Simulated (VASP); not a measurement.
Runs of VASP 6.6.1 on AlNi (rocksalt type). The structure is that of space group Fm-3m (No. 225), or close to it. The cells are those of the table. 

```tsv
task	cell	cutoff (eV)	smearing	k mesh for the DOS	occupations for the DOS	gap on the mesh (eV)	pressure (GPa)
single point	a = 3.366 Å, angles 60.0°, 2 atoms	520	fermi-dirac 0.1 eV	-	-	none	(a)
single point	a = 3.079 Å, angles 60.0°, 2 atoms	520	fermi-dirac 0.1 eV	-	-	none	72.4
single point	a = 3.292 Å, angles 60.0°, 2 atoms	520	fermi-dirac 0.1 eV	-	-	none	18.3
single point	a = 3.079 Å, angles 60.0°, 2 atoms	520	gaussian 0.005 eV	-	-	none	72.4
relaxation of cell and atoms	relaxed from a = 3.429 Å, angles 60.0°, 2 atoms	600	fermi-dirac 0.1 eV	-	-	none	0.0
single point	a = 2.815 Å, angles 60.0°, 2 atoms	520	fermi-dirac 0.1 eV	-	-	none	230.7
```

Alike in all rows: level PBE; potentials or basis VASP PAW PBE potentials, release 64 (Ni, Al); no spin polarisation; k mesh 15 × 15 × 15.

Problem. Estimate the missing entries.

Solution. (a) 7.6.

A gap of «none» marks levels without a gap at the run's occupations.
